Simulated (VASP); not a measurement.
Sn:

```
CELL_PARAMETERS angstrom
0.00000 3.23334 3.23334
3.23334 0.00000 3.23334
3.23334 3.23334 0.00000
ATOMIC_POSITIONS crystal
Sn 0.00000 0.00000 0.00000
Sn 0.25000 0.25000 0.25000
```

This isn't the form of Sn at room conditions, which is tetragonal (white tin).

| Quantity | Value |
| --- | --- |
| Program | VASP 6.6.1 |
| Task | relaxation of volume and atoms at fixed shape |
| Functional | PBE |
| Potentials or basis | VASP PAW PBE potentials, release 64 (Sn_d) |
| Cutoff | 600 eV |
| k mesh | 13 × 13 × 13 |
| Occupations | gaussian, width 0.05 eV |
| Spin | no spin polarisation |

At the start: pressure 3.8 GPa; volume 33.80 Å³/atom.

Q: How do energy, volume and symmetry change on relaxing?

A: Over 3 steps the energy falls by 32.5 meV/atom and the volume is 36.80 Å³/atom (+8.9 %); space group Fd-3m (No. 227, to 0.1 Å) before and after.

The path:
| step | energy change (eV) | largest force (eV/Å) | pressure (GPa) | volume (Å³) |
| --- | --- | --- | --- | --- |
| 1 | 0.0000 | 0.0000 | 3.76 | 67.61 |
| 2 | -0.0589 | 0.0000 | -0.93 | 75.67 |
| 3 | -0.0650 | 0.0000 | -0.01 | 73.59 |

Final structure:
```cif
data_structure
_symmetry_space_group_name_H-M 'P 1'
_symmetry_Int_Tables_number 1
_cell_length_a 4.7039
_cell_length_b 4.7039
_cell_length_c 4.7039
_cell_angle_alpha 60.000
_cell_angle_beta 60.000
_cell_angle_gamma 60.000
_cell_volume 73.59
loop_
_atom_site_label
_atom_site_type_symbol
_atom_site_fract_x
_atom_site_fract_y
_atom_site_fract_z
_atom_site_occupancy
Sn1 Sn 0.00000 0.00000 0.00000 1
Sn2 Sn 0.25000 0.25000 0.25000 1
```
